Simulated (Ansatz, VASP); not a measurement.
# Ta5W in VASP and in Ansatz

The input INCAR:

```
PREC = Accurate ; ENCUT = 520
EDIFF = 1E-7 ; ISMEAR = -1
SIGMA = 0.08 ; LREAL = False
LASPH = True ; NELM = 60
ALGO = Normal ; ISIF = 2
LWAVE = False ; LCHARG = False
LDIPOL = True ; IDIPOL = 3
DIPOL = 0.5 0.5 0.500 ; GGA = PE
NBANDS = 44
```

File KPOINTS:

```
regular mesh
0
Gamma
  9 9 1
```

Contents of POSCAR:

```
Ta5W
1.0
    4.6945593014      0.0000000000      0.0000000000
   -2.3472796507      4.0656076146      0.0000000000
    0.0000000000      0.0000000000     20.7914000000
W Ta
1 5
Direct
    0.1666666667      0.3333333333      0.3996627181
    0.5000000000      1.0000000000      0.4351072253
    0.8333333333      0.6666666667      0.4712357363
    0.1666666667      0.3333333333      0.5287642531
    0.5000000000      1.0000000000      0.5648927874
    0.8333333333      0.6666666667      0.6003372795
```

Input for Ansatz:

```yaml
crystal:
  lattice:
    - [4.6945593014, 0.0, 0.0]
    - [-2.3472796507, 4.0656076146, 0.0]
    - [0.0, 0.0, 20.7914]
  atoms:
    - { symbol: W, position: [0.1666666667, 0.3333333333, 0.3996627181] }
    - { symbol: Ta, position: [0.5, 1.0, 0.4351072253] }
    - { symbol: Ta, position: [0.8333333333, 0.6666666667, 0.4712357363] }
    - { symbol: Ta, position: [0.1666666667, 0.3333333333, 0.5287642531] }
    - { symbol: Ta, position: [0.5, 1.0, 0.5648927874] }
    - { symbol: Ta, position: [0.8333333333, 0.6666666667, 0.6003372795] }
kpoints:
  mp_grid: { grid: [9, 9, 1] }
scf:
  occupations: { method: fermi_dirac, width: 0.08 }
hamiltonian:
  xc: pbe
  pseudopotentials: { kind: paw }
output:
  forces: true
  stress: true
  eigenvalues: true
efield:
  axis: 3
  amplitude: 0
  dipole_correction: true
```

Alike in both runs: task single point; functional PBE; k mesh 9 × 9 × 1; occupations fermi-dirac, width 0.08 eV; no spin polarisation.

|  | VASP | Ansatz |
| --- | --- | --- |
| version | VASP 6.6.1 | Ansatz 0.2.0 |
| potentials or method | VASP PAW PBE potentials, release 64 (W_sv, Ta_pv) | PAW with Ansatz's default frozen-core files, scalar-relativistic |
| plane-wave cutoff (eV) | 520 | 420 |
| valence electrons in the cell | 69 | 79 |

Ansatz gave:

* rms of the force components (eV/Å): 0.458

Which values does VASP return?

rms of the force components (eV/Å): 0.456.

Atom by atom the forces differ by 0.003 eV/Å (rms over components). With one functional, cell and mesh, what is left measures potentials, basis and numerics. VASP's potentials hold 69 valence electrons a cell and Ansatz's 79, so a difference there can come from the potentials and not from the codes.

Neither program's run includes spin-orbit coupling.
